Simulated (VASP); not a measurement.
# AlNi4 (I4/mmm) in VASP: single point with PBE

Aim: the single point of AlNi4 with PBE.

All numbers are computed with VASP 6.6.1; they aren't measurements. Logs are shortened: lines on timing, memory, paths and dates and some standing lists are left out, and cuts for length are marked.

## (1) The cell of the first run

The structure is tetragonal, space group I4/mmm (No. 139). The conventional cell has a = 2.899 Å, b = 2.899 Å, c = 13.508 Å, α = 90.00°, β = 90.00°, γ = 90.00°. Within 3.3 Å of Al (site symmetry 4/mmm) lie 10 Ni at 2.47 to 2.75 Å and 4 Al at 2.90 Å. Within 3.2 Å of Ni (site symmetry 4mm) lie 13 Ni at 2.40 to 2.90 Å and 1 Al at 2.75 Å. Ni (site symmetry 4mm) has 10 Ni at 2.47 to 2.90 Å and 4 Al at 2.47 Å within 3.3 Å.

## (2) Single point, PBE, collinear spin, antiferromagnetic start

INCAR

```
SYSTEM = AlNi4
ALGO     = Normal         ! electronic algorithm
EDIFF    = 1E-6           ! SCF threshold, eV
ENCUT    = 520            ! plane-wave cutoff, eV
GGA      = PE             ! functional
ISIF     = 2              ! what is computed and relaxed
ISMEAR   = 0              ! smearing method
ISPIN    = 2              ! spin polarisation
LASPH    = .True.         ! aspherical terms in the spheres
LCHARG   = .True.         ! write CHGCAR
LELF     = .True.         ! ELF
LMAXMIX  = 4              ! l up to which the mixer works
LORBIT   = 11             ! projections on sites
LREAL    = .False.        ! projectors in reciprocal space
LVHAR    = .True.       
LWAVE    = .False.        ! write WAVECAR
MAGMOM   = 0 -2 2 2 -2    ! initial moments
NBANDS   = 34             ! bands
NELM     = 150            ! most SCF steps
PREC     = Accurate       ! precision mode
SIGMA    = 0.1            ! smearing width, eV
```

KPOINTS

```
k-points
0
Gamma
  8 8 8
  0 0 0
```

POSCAR

```
AlNi4
1.0
   -1.4494065988      1.4494065988      6.7538320541
    1.4494065988     -1.4494065988      6.7538320541
    1.4494065988      1.4494065988     -6.7538320541
Al Ni
1 4
Direct
    0.5000000117      0.5000000117      0.0000000000
    0.7035491610      0.7035491610      0.0000000000
    0.2964508166      0.2964508166      0.0000000000
    0.8980169521      0.8980169521      0.0000000000
    0.1019830586      0.1019830586      0.0000000000
```

Potentials or basis: VASP PAW PBE potentials, release 64 (Al, Ni).

Command:

```bash
$ cat potpaw_PBE.64/Al/POTCAR potpaw_PBE.64/Ni/POTCAR > POTCAR
$ mpirun -np 1 vasp_std > vasp.out
```

OUTCAR:

```text
SYSTEM = AlNi4
   EDIFF = 1E-6
   ENCUT = 520
   GGA = PE
   ISIF = 2
   ISMEAR = 0
   ISPIN = 2
   LASPH = .True.
   LORBIT = 11
   LREAL = .False.
   NELM = 150
   PREC = Accurate

 ion  position               nearest neighbor table
   1  0.500  0.500  0.000-   5 2.47   5 2.47   5 2.47   5 2.47   4 2.47   4 2.47   4 2.47   4 2.47
                             2 2.75   3 2.75
   2  0.704  0.704  0.000-   3 2.40   3 2.40   3 2.40   3 2.40   5 2.47   5 2.47   5 2.47   5 2.47
                             4 2.63   1 2.75
   3  0.296  0.296  0.000-   2 2.40   2 2.40   2 2.40   2 2.40   4 2.47   4 2.47   4 2.47   4 2.47
                             5 2.63   1 2.75
   4  0.898  0.898  0.000-   3 2.47   3 2.47   3 2.47   3 2.47   1 2.47   1 2.47   1 2.47   1 2.47
                             2 2.63   5 2.76
   5  0.102  0.102  0.000-   2 2.47   2 2.47   2 2.47   2 2.47   1 2.47   1 2.47   1 2.47   1 2.47
                             3 2.63   4 2.76

  LATTYP: Found a body centered tetragonal cell.
 ALAT       =     2.8988131976
 C/A-ratio  =     4.6597221647

  Lattice vectors:

 A1 = (  -1.4494065988,   1.4494065988,   6.7538320541)
 A2 = (   1.4494065988,  -1.4494065988,   6.7538320541)
 A3 = (   1.4494065988,   1.4494065988,  -6.7538320541)

Analysis of symmetry for initial positions (statically):
=====================================================================
 Subroutine PRICEL returns:
 Original cell was already a primitive cell.

 Routine SETGRP: Setting up the symmetry group for a
 body centered tetragonal supercell.

 Subroutine GETGRP returns: Found 16 space group operations
 (whereof 16 operations were pure point group operations)
 out of a pool of 16 trial point group operations.

The static configuration has the point symmetry D_4h.

Analysis of symmetry for dynamics (positions and initial velocities):
=====================================================================
 Subroutine PRICEL returns:
 Original cell was already a primitive cell.

 Routine SETGRP: Setting up the symmetry group for a
 body centered tetragonal supercell.

 Subroutine GETGRP returns: Found 16 space group operations
 (whereof 16 operations were pure point group operations)
 out of a pool of 16 trial point group operations.

The dynamic configuration has the point symmetry D_4h.

Analysis of structural, dynamic, and magnetic symmetry:
=====================================================================
 Subroutine PRICEL returns:
 Original cell was already a primitive cell.

 Routine SETGRP: Setting up the symmetry group for a
 body centered tetragonal supercell.

 Subroutine GETGRP returns: Found 16 space group operations
 (whereof 16 operations were pure point group operations)
 out of a pool of 16 trial point group operations.

The overall configuration has the point symmetry D_4h.

 Subroutine INISYM returns: Found 16 space group operations
 (whereof 16 operations are pure point group operations),
 and found     1 'primitive' translations

----------------------------------------------------------------------------------------

                                     Primitive cell

  volume of cell :      56.7532

  direct lattice vectors                    reciprocal lattice vectors
    -1.449406599  1.449406599  6.753832054     0.000000000  0.344968762  0.074032045
     1.449406599 -1.449406599  6.753832054     0.344968762  0.000000000  0.074032045
     1.449406599  1.449406599 -6.753832054     0.344968762  0.344968762  0.000000000

  length of vectors
     7.058031340  7.058031340  7.058031340     0.352823172  0.352823172  0.487859502

  position of ions in fractional coordinates (direct lattice)
     0.500000012  0.500000012  0.000000000
     0.703549161  0.703549161  0.000000000
     0.296450817  0.296450817  0.000000000
     0.898016952  0.898016952  0.000000000
     0.101983059  0.101983059  0.000000000

  ion indices of the primitive-cell ions
   primitive index   ion index
                 1           1
                 2           2
                 3           3
                 4           4
                 5           5

----------------------------------------------------------------------------------------

 KPOINTS: k-points
[... 48 lines left out ...]
  0.375000  0.125000  0.125000      8.000000
 [... further k-points ...]
   k-points           NKPTS =     59   k-points in BZ     NKDIM =     59   number of bands    NBANDS=     34
   number of dos      NEDOS =    301   number of ions     NIONS =      5
   total plane-waves  NPLWV = 157464
   dimension x,y,z NGX =    54 NGY =   54 NGZ =   54
   dimension x,y,z NGXF=   108 NGYF=  108 NGZF=  108
   ions per type =               1   4
   NGX,Y,Z   is equivalent  to a cutoff of  12.72, 12.72, 12.72 a.u.
   NGXF,Y,Z  is equivalent  to a cutoff of  25.44, 25.44, 25.44 a.u.
 SYSTEM =  AlNi4
   PREC   = accura    normal or accurate (medium, high low for compatibility)
   ISTART =      0    job   : 0-new  1-cont  2-samecut
   ICHARG =      2    charge: 1-file 2-atom 10-const
   ISPIN  =      2    spin polarized calculation?
   LNONCOLLINEAR =      F non collinear calculations
   LSORBIT =      F    spin-orbit coupling
   LASPH  =      T    aspherical Exc in radial PAW
   ENCUT  =  520.0 eV  38.22 Ry    6.18 a.u.  13.12 13.12 13.12*2*pi/ulx,y,z
   NELM   =    150;   NELMIN=  2; NELMDL= -5     # of ELM steps
   EDIFF  = 0.1E-05   stopping-criterion for ELM
   LREAL  =      F    real-space projection
   EDIFFG = 0.1E-04   stopping-criterion for IOM
   NSW    =      0    number of steps for IOM
   IBRION =     -1    ionic relax: 0-MD 1-quasi-New 2-CG
   NFREE  =      0    steps in history (QN), initial steepest desc. (CG)
   ISIF   =      2    stress and relaxation
   ISYM   =      2    0-nonsym 1-usesym 2-fastsym
   POTIM  = 0.5000    time-step for ionic-motion
   TEBEG  =    0.0;   TEEND  =   0.0 temperature during run
   PSTRESS=    0.0 pullay stress
   NELECT =      43.0000    total number of electrons
   NUPDOWN=      -1.0000    fix difference up-down
   EMIN   =  10.00;   EMAX   =-10.00  energy-range for DOS
   EFERMI =   0.00;   METHOD = LEGACY
   ISMEAR =     0;   SIGMA  =   0.10  broadening in eV -4-tet -1-fermi 0-gaus
   EFERMI_NEDOS =   21; number of points for ismear=-14 and -15
   IALGO  =     38    algorithm
   IMIX   =      4    mixing-type and parameters
     AMIX     =   0.40;   BMIX     =  1.00
     AMIX_MAG =   1.60;   BMIX_MAG =  1.00
  volume/ion in A,a.u.               =      11.35        76.60
  Fermi-wavevector in a.u.,A,eV,Ry     =   1.492453  2.820328 30.305845  2.227417
  Thomas-Fermi vector in A             =   2.604979
   LORBIT       =     11    0 simple, 1 ext, 2 COOP (PROOUT), +10 PAW based schemes
   GGA     = PE    functional components
   LHFCALC =     F    Hartree Fock is set to
   AEXX    =    0.0000 exact exchange contribution
   IVDW    =     0    specifies the selected vdW correction
   LEPSILON=     F    determine dielectric tensor
   LRPA    =     F    only Hartree local field effects (RPA)
 spin polarized calculation
 Gauss-broadening in eV      SIGMA  =   0.10
  energy-cutoff  :      520.00
  volume of cell :       56.75
 maximum number of plane-waves:      1549
 NGX is ok and might be reduce to    54
   NGX = 27   NGY = 27   NGZ = 27

 number of electron      42.9999986 magnetization      -0.0000000

 number of electron      42.9999986 magnetization       0.0000000

 Free energy of the ion-electron system (eV)
  ---------------------------------------------------
  ext. energy  EPLUGINS =         0.00000000
  ---------------------------------------------------
  free energy    TOTEN  =       -26.79559943 eV

  energy without entropy =      -26.75445316  energy(sigma->0) =      -26.77502629

 E-fermi :   9.3589     XC(G=0): -12.7176

 val. band max:        9.3571148696   @ k =  -0.1250  -0.2500   0.1250
 cond. band min:       9.3599687809   @ k =   0.5000   0.0000   0.0000
 fundamental gap:      0.0028539112
 Fermi energy:         9.3588697299

 spin component 1

 k-point     1 :       0.0000    0.0000    0.0000
  band No.  band energies     occupation
      1      -0.6509      1.00000
      2       2.9709      1.00000
      3       3.0612      1.00000
      4       5.7444      1.00000
      5       5.7800      1.00000
      6       6.4572      1.00000
[... 853 lines left out ...]
     32      19.3850      0.00000
     33      20.9848      0.00000

 [... further k-points ...]

 spin component 2

 k-point     1 :       0.0000    0.0000    0.0000
  band No.  band energies     occupation
      1      -0.6509      1.00000
      2       2.9709      1.00000
      3       3.0612      1.00000
      4       5.7444      1.00000
      5       5.7800      1.00000
      6       6.4572      1.00000
[... 853 lines left out ...]
     32      19.3850      0.00000
     33      20.9848      0.00000

 [... further k-points ...]

 [bands above 33 left out]

------------------------ aborting loop because EDIFF is reached ----------------------------------------

  FORCE on cell =-STRESS in cart. coord.  units (eV):
  Direction    XX          YY          ZZ          XY          YZ          ZX
  --------------------------------------------------------------------------------------
  -------------------------------------------------------------------------------------
  Total        0.0447322      0.0447322     -0.1189869      0.0000000      0.0000000      0.0000000
  in kB        1.2628159      1.2628159     -3.3590703      0.0000000      0.0000000      0.0000000
  external PRESSURE =      -0.2778128 kB  Pullay stress =       0.0000000 kB

 VOLUME and BASIS-vectors are now :
 -----------------------------------------------------------------------------
  energy-cutoff  :      520.00
  volume of cell :       56.75
      direct lattice vectors                 reciprocal lattice vectors
    -1.449406599  1.449406599  6.753832054     0.000000000  0.344968762  0.074032045
     1.449406599 -1.449406599  6.753832054     0.344968762  0.000000000  0.074032045
     1.449406599  1.449406599 -6.753832054     0.344968762  0.344968762  0.000000000

 POSITION                                       TOTAL-FORCE (eV/Angst)
 -----------------------------------------------------------------------------------
      0.00000      0.00000      6.75383        -0.000000     -0.000000      0.000000
      0.00000      0.00000      9.50331         0.000000      0.000000     -0.039298
      0.00000      0.00000      4.00436         0.000000      0.000000      0.039298
      0.00000      0.00000     12.13011        -0.000000     -0.000000     -0.009925
      0.00000      0.00000      1.37755        -0.000000     -0.000000      0.009925
 -----------------------------------------------------------------------------------
    total drift:                               -0.000000     -0.000000      0.000060

  FREE ENERGIE OF THE ION-ELECTRON SYSTEM (eV)
  ---------------------------------------------------
  free  energy   TOTEN  =       -26.7955994312 eV

  energy  without entropy=      -26.7544531580  energy(sigma->0) =      -26.77502629

 total charge

# of ion       s       p       d       tot
------------------------------------------
    1        0.395   0.411   0.000   0.806
    2        0.482   0.479   8.345   9.306
    3        0.482   0.479   8.345   9.306
    4        0.474   0.489   8.422   9.384
    5        0.474   0.489   8.422   9.384
--------------------------------------------------
tot          2.307   2.346  33.534  38.187

 magnetization (x)

# of ion       s       p       d       tot
------------------------------------------
    1        0.000   0.000   0.000   0.000
    2        0.000   0.000   0.000   0.000
    3       -0.000  -0.000  -0.000  -0.000
    4        0.000   0.000   0.000   0.000
    5       -0.000  -0.000  -0.000  -0.000
--------------------------------------------------
tot          0.000   0.000   0.000   0.000
```

It took 23 min on 1 thread of Intel Xeon Platinum 8259CL at 2.50GHz (Skylake/Cascade Lake), shared host; peak memory 0.58 GiB.

What came out:

| Property | Result |
| --- | --- |
| Free energy | -26.7956 eV |
| Pressure | 0.0 GPa |
| Largest force | 0.039 eV/Å |
| Net moment | 0.00 μB per cell |
| Valence electrons inside the program's atomic spheres | Al 0.81; Ni 9.31, 9.38 (each value once) |

Forces on the atoms (eV/Å):
```
Al   0.000  0.000  0.000
Ni   0.000  0.000 -0.039
Ni   0.000  0.000  0.039
Ni   0.000  0.000 -0.010
Ni   0.000  0.000  0.010
```

Stress tensor (GPa, compression positive):
```
 0.13  0.00  0.00
 0.00  0.13  0.00
 0.00  0.00 -0.34
```

Caveat: the moments typed at the start vanished in this run.
